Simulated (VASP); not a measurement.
Set up this calculation in VASP 6.6.1, as the native input.

```
Task                   : single point
Functional             : PBEsol
Potentials or basis    : VASP PAW PBE potentials, release 64 (Na_pv, F)
Cutoff                 : 520 eV
k mesh                 : 8 × 8 × 6
Occupations            : fermi-dirac, width 0.03 eV
Spin                   : no spin polarisation
Dipole correction      : no
Further INCAR settings : ALGO = Normal; EDIFF = 1e-06; NBANDS = 22
```

The structure of NaF lies in POSCAR:

```
NaF
1.0
    1.5448448809     -5.0205723929      0.0000000000
    1.5448448809      5.0205723929      0.0000000000
    0.0000000000      0.0000000000      3.3247975668
Na F
2 2
Direct
    0.3647366758      0.6352633242      0.7500000000
    0.6352633242      0.3647366758      0.2500000000
    0.8665286473      0.1334713527      0.2500000000
    0.1334713527      0.8665286473      0.7500000000
```

One way to write it, as run:

INCAR

```
  PREC = Accurate
  ENCUT = 520
  EDIFF = 1E-6
  ISMEAR = -1
  SIGMA = 0.03
  LREAL = False
  LASPH = True
  NELM = 100
  ALGO = Normal
  ISIF = 2
  LWAVE = False
  LCHARG = False
  GGA = PS
  NBANDS = 22
```

KPOINTS

```
regular mesh
0
Gamma
  8 8 6
```

Potentials or basis: VASP PAW PBE potentials, release 64 (Na_pv, F).

Command:

```sh
$ cat potpaw_PBE.64/Na_pv/POTCAR potpaw_PBE.64/F/POTCAR > POTCAR
$ mpirun -np 1 vasp_std > vasp.out
```

It gave:

```
Pressure               : 0.0 GPa
Largest force          : 0.010 eV/Å
Band gap on the k mesh : 5.67 eV, indirect (least direct gap 5.68 eV)
```

Caveat: the PAW data sets were made with another functional, which shifts forces and pressure a little.

Run time: 50 s on 1 thread of AMD EPYC 9R45 96-Core Processor (Zen 5), with other jobs on the host, peak memory 0.2 GiB.
